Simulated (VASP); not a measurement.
Write the native input for VASP 6.6.1 that does the following.

```
Task                   : single point
Functional             : PBEsol
Potentials or basis    : VASP PAW PBE potentials, release 64 (Tl_d)
Cutoff                 : 520 eV
k mesh                 : 9 × 9 × 1
Occupations            : gaussian, width 0.1 eV
Spin                   : no spin polarisation
Dipole correction      : yes
Further INCAR settings : ALGO = Normal; EDIFF = 1e-07; NBANDS = 48
```

The structure of Tl lies in POSCAR:

```
Tl
1.0
    3.4651302196      0.0000000000      0.0000000000
   -1.7325651098      3.0008907976      0.0000000000
    0.0000000000      0.0000000000     30.6991295533
Tl
6
Direct
    0.6666666667      0.3333333333      0.2768808147
    0.3333333333      0.6666666667      0.3670531218
    0.6666666667      0.3333333333      0.4549138464
    0.3333333333      0.6666666667      0.5469896664
    0.0000000000      0.0000000000      0.6365059834
    0.3333333333      0.6666666667      0.7265921109
```

The input as run:

INCAR

```
PREC = Accurate
ENCUT = 520
EDIFF = 1E-7
ISMEAR = 0
SIGMA = 0.1
LREAL = F
LASPH = T
NELM = 100
ALGO = Normal
ISIF = 2
LWAVE = F
LCHARG = F
LDIPOL = T
IDIPOL = 3
DIPOL = 0.5 0.5 0.501
GGA = PS
NBANDS = 48
```

KPOINTS

```
regular mesh
0
Gamma
  9 9 1
```

Potentials or basis: VASP PAW PBE potentials, release 64 (Tl_d).

Run with:

```sh
$ cat potpaw_PBE.64/Tl_d/POTCAR > POTCAR
$ mpirun -np 1 vasp_std > vasp.out
```

Results of the run:

```
Largest force          : 0.029 eV/Å
Band gap on the k mesh : zero (band 39 reaches 3.13 eV, above the bottom of band 40 at 0.44 eV)
```

Caveat: the PAW data sets were made with another functional, which shifts forces and pressure a little; spin-orbit coupling is left out, which moves the levels of the heavy elements.

Run time: 4.6 min on 1 thread of Intel(R) Xeon(R) 6975P-C (Granite Rapids), on a shared host, peak memory 0.48 GiB.
